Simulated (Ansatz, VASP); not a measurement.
**Two plane-wave programs on Mo**

Contents of POSCAR:

```
Mo
1.0
   -1.6966800000      1.6966800000      1.4453200000
    1.6966800000     -1.6966800000      1.4453200000
    1.6966800000      1.6966800000     -1.4453200000
Mo
1
Direct
    0.0000000000      0.0000000000      0.0000000000
```

Contents of INCAR.step1:

```
SYSTEM = Mo
PREC = Accurate
ENCUT = 520
ISMEAR = 0
SIGMA = 0.15
LREAL = .FALSE.
LASPH = .TRUE.
NELM = 60
NBANDS = 13
GGA = PE
ALGO = Normal
EDIFF = 1E-4
LWAVE = .TRUE.
LCHARG = .FALSE.
```

File INCAR.step2:

```
SYSTEM = Mo
PREC = Accurate
ENCUT = 520
EDIFF = 1E-6
ISMEAR = 0
SIGMA = 0.15
LREAL = .FALSE.
LASPH = .TRUE.
NELM = 60
ALGO = Normal
ISIF = 2
LWAVE = .FALSE.
LCHARG = .FALSE.
METAGGA = R2SCAN
LMIXTAU = .TRUE.
NBANDS = 13
ISTART = 1
```

File KPOINTS:

```
regular mesh
0
G
  22 22 22
  0 0 0
```

Input for Ansatz:

```yaml
crystal:
  lattice:
    - [-1.69668, 1.69668, 1.44532]
    - [1.69668, -1.69668, 1.44532]
    - [1.69668, 1.69668, -1.44532]
  atoms:
    - { symbol: Mo, position: [0.0, 0.0, 0.0] }
basis:
  ecutwfc: 500
kpoints:
  mp_grid: { grid: [22, 22, 22] }
hamiltonian:
  xc: r2scan
scf:
  occupations: { method: gaussian, width: 0.15 }
output:
  forces: true
  stress: true
  eigenvalues: true
```

Change from the starting cell: strain +0.080 along x and y, -0.080 along z, atoms carried along.

Alike in both runs: task single point; functional r2SCAN; k mesh 22 × 22 × 22; occupations gaussian, width 0.15 eV; no spin polarisation.

|  | VASP | Ansatz |
| --- | --- | --- |
| version | VASP 6.6.1 | Ansatz 0.2.0 |
| potentials or method | VASP PAW PBE potentials, release 64 (Mo_sv), cutoff 520 eV | scalar-relativistic, plane waves, PAW |
| valence electrons in the cell | 14 | 14 |

```csv
,VASP,Ansatz,Ansatz less VASP
gap on the k mesh at the Fermi level (eV),none,none,-
pressure (GPa),-11.1,-11.9,-0.85
"traceless stress, the component that is largest in VASP (GPa)",21.90,21.88,-0.025
```

VASP's potentials were made for PBE, not for r2SCAN. A gap of «none» marks a metal or a gap that the smearing closes. The functional is the same, so the differences come from potentials, cutoffs and numerics.
